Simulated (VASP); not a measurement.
Mo: single point with LDA

Mo:

```
Mo
1.0
    -1.55546    1.55546    1.55546
     1.55546   -1.55546    1.55546
     1.55546    1.55546   -1.55546
Mo
1
Direct
  0.00000 0.00000 0.00000
```

| Item | Value |
| --- | --- |
| Program | VASP 6.6.1 |
| Task | single point |
| Functional | LDA |
| Potentials or basis | VASP PAW LDA potentials, release 64 (Mo_sv) |
| Cutoff | 520 eV |
| k mesh | 16 × 16 × 16 |
| Occupations | gaussian, width 0.1 eV |
| Spin | no spin polarisation |
| Dipole correction | no |
| Further INCAR settings | ALGO = Normal; EDIFF = 1e-06; NBANDS = 13 |

The pressure is 1.2 GPa and the band gap on the k mesh is zero (band 7 reaches 17.32 eV, above the bottom of band 8 at 11.64 eV).

Levels at points of the mesh, in eV from the Fermi level:
```tsv
k point	band 4	band 5	band 6	band 7	band 8	band 9	band 10	band 11
(0.00, 0.00, 0.00)	-34.30	-7.37	-1.46	-1.46	-1.46	1.68	1.68	14.86
(0.50, 0.00, 0.00)	-34.32	-5.59	-3.61	1.74	1.81	2.39	5.04	12.02
(0.50, 0.50, 0.50)	-35.40	-5.78	-5.78	4.22	4.22	4.22	9.33	9.33
```

Wall time 7.4 s on 1 thread of Intel(R) Xeon(R) 6975P-C (Granite Rapids) (shared host), peak memory 0.13 GiB.
